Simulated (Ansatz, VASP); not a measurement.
ZrS: VASP beside Ansatz

```
CELL_PARAMETERS angstrom
0.00000 2.62500 2.62500
2.62500 0.00000 2.62500
2.62500 2.62500 0.00000
ATOMIC_POSITIONS crystal
Zr 0.00000 0.00000 0.00000
S 0.50000 0.50000 0.50000
```

Alike in both runs: task single point; functional PBEsol; k mesh 4 × 4 × 4; occupations gaussian, width 0.1 eV; no spin polarisation.

|  | VASP | Ansatz |
| --- | --- | --- |
| version | VASP 6.6.1 | Ansatz 0.2.0 |
| potentials or method | VASP PAW PBE potentials, release 64 (Zr_sv, S), cutoff 520 eV | scalar-relativistic, plane waves, PAW |
| valence electrons in the cell | 18 | 18 |

|  | VASP | Ansatz | Ansatz less VASP |
| --- | --- | --- | --- |
| gap on the k mesh at the Fermi level (eV) | none | none | - |
| pressure (GPa) | -6.7 | -6.9 | -0.22 |

VASP's potentials were made for PBE, not for PBEsol. A gap of «none» marks a metal or a gap that the smearing closes. With one functional, cell and mesh, what is left measures potentials, basis and numerics.

The k mesh is coarse, so the values compare programs but aren't converged.
